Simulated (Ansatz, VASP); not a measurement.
PbO in VASP and in Ansatz

File INCAR:

```
ALGO     = Normal         # electronic algorithm
EDIFF    = 1E-6           # SCF threshold, eV
ENCUT    = 520            # plane-wave cutoff, eV
GGA      = PS             # functional
ISIF     = 2              # what is computed and relaxed
ISMEAR   = 0              # smearing method
LASPH    = T              # aspherical terms in the spheres
LCHARG   = F              # write CHGCAR
LREAL    = F              # projectors in reciprocal space
LWAVE    = F              # write WAVECAR
NBANDS   = 28             # bands
NELM     = 80             # most SCF steps
PREC     = Accurate       # precision mode
SIGMA    = 0.05           # smearing width, eV
```

Contents of KPOINTS:

```
k-points
0
Gamma
  8 8 6
```

The input POSCAR:

```
PbO
1.0
    4.0340160000      0.0000000000      0.0000000000
    0.0000000000      4.0340160000      0.0000000000
    0.0000000000      0.0000000000      4.9466700000
Pb O
2 2
Direct
    0.0000000000      0.5000000000      0.2351000000
    0.5000000000      0.0000000000      0.7649000000
    0.0000000000      0.0000000000      0.0000000000
    0.5000000000      0.5000000000      0.0000000000
```

Input for Ansatz:

```yaml
crystal:
  lattice:
    - [4.034016, 0.0, 0.0]
    - [0.0, 4.034016, 0.0]
    - [0.0, 0.0, 4.94667]
  atoms:
    - { symbol: Pb, position: [0.0, 0.5, 0.2351] }
    - { symbol: Pb, position: [0.5, 0.0, 0.7649] }
    - { symbol: O, position: [0.0, 0.0, 0.0] }
    - { symbol: O, position: [0.5, 0.5, 0.0] }
basis:
  ecutwfc: 420
kpoints:
  mp_grid: { grid: [8, 8, 6] }
hamiltonian:
  xc: pbesol
scf:
  occupations: { method: gaussian, width: 0.05 }
output:
  forces: true
  stress: true
  eigenvalues: true
```

Change from the starting cell: strain +0.015 along x and y, -0.015 along z, atoms carried along.

Alike in both runs: task single point; functional PBEsol; k mesh 8 × 8 × 6; occupations gaussian, width 0.05 eV; no spin polarisation.

|  | VASP | Ansatz |
| --- | --- | --- |
| version | VASP 6.6.1 | Ansatz 0.2.0 |
| potentials or method | VASP PAW PBE potentials, release 64 (Pb_d, O), cutoff 520 eV | scalar-relativistic, plane waves, PAW |
| valence electrons in the cell | 40 | 40 |

```csv
,VASP,Ansatz,Ansatz less VASP
gap on the k mesh at the Fermi level (eV),1.28,1.27,-0.005
least direct gap on the mesh (eV),2.18,2.20,+0.016
pressure (GPa),-0.5,-0.6,-0.09
"traceless stress, the component that is largest in VASP (GPa)",0.89,0.91,+0.021
rms of the force components (eV/Å),0.028,0.010,-0.0175
```

VASP's potentials were made for PBE, not for PBEsol. Atom by atom the forces differ by 0.017 eV/Å (rms over components).

Neither program's run includes spin-orbit coupling.
